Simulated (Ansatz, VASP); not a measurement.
# One calculation of Pb, two programs

```xyz
4
Lattice="5.3770 0.0000 0.0000 -2.6885 4.6566 0.0000 0.0000 0.0000 6.1837" Properties=species:S:1:pos:R:3 pbc="T T T"
Pb    0.0000    0.0000    1.5459
Pb    0.0000    0.0000    4.6378
Pb    0.0000    3.1044    1.5459
Pb    2.6885    1.5522    4.6378
```

Alike in both runs: functional r2SCAN; k mesh 12 × 12 × 8; occupations gaussian, width 0.1 eV; no spin polarisation.

Ansatz relaxed the structure, and its values are those at the end. VASP's run is a single point on that final structure, the one shown.

|  | VASP | Ansatz |
| --- | --- | --- |
| version | VASP 6.6.1 | Ansatz 0.2.0 |
| potentials or method | VASP PAW PBE potentials, release 64 (Pb_d), cutoff 520 eV | scalar-relativistic, plane waves, PAW |
| valence electrons in the cell | 56 | 56 |

```csv
,VASP,Ansatz,Ansatz less VASP
gap on the k mesh at the Fermi level (eV),none,none,-
pressure (GPa),0.0,0.0,+0.02
```

VASP's potentials were made for PBE, not for r2SCAN. A gap of «none» marks a metal or a gap that the smearing closes.

Spin-orbit coupling is off throughout.
